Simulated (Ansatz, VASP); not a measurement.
## Al2CrN3 in VASP and in Ansatz

```
CELL_PARAMETERS angstrom
3.26398 0.00000 0.00000
-1.63199 2.82669 0.00000
0.00000 0.00000 7.99509
ATOMIC_POSITIONS crystal
Al 0.00000 0.00000 0.00000
Al 0.33333 0.66667 0.66667
Cr 0.66667 0.33333 0.33333
N 0.33333 0.66667 0.91667
N 0.66667 0.33333 0.58333
N 0.00000 0.00000 0.25000
```

Alike in both runs: task relaxation of cell and atoms; functional PBE; k mesh 6 × 6 × 2; occupations gaussian, width 0.1 eV; collinear spin.

|  | VASP | Ansatz |
| --- | --- | --- |
| version | VASP 6.6.1 | Ansatz 0.2.0 |
| potentials or method | VASP PAW PBE potentials, release 64 (Al, Cr_pv, N), cutoff 600 eV | scalar-relativistic, plane waves, PAW |
| valence electrons in the cell | 33 | 35 |

|  | VASP | Ansatz | Ansatz less VASP |
| --- | --- | --- | --- |
| gap on the k mesh at the Fermi level, each at its own relaxed structure (eV) | none | none | - |
| net moment per atom (μB) | 0.32 | 0.32 | 0.000 |
| size of the moment on the site where the two differ most (μB) | 1.92 | 1.58 | -0.341 |
| relaxed volume (Å³/atom) | 10.71 | 10.73 | +0.024 |
| relaxed cell length with the largest relative difference (Å) | 7.685 | 7.695 | +0.0108 |

Site moments also hang on the region over which each program counts them. A gap of «none» marks a metal or a gap that the smearing closes. VASP's potentials hold 33 valence electrons a cell and Ansatz's 35, so a difference there can come from the potentials and not from the codes.

The k mesh is coarse, so the values compare programs but aren't converged.
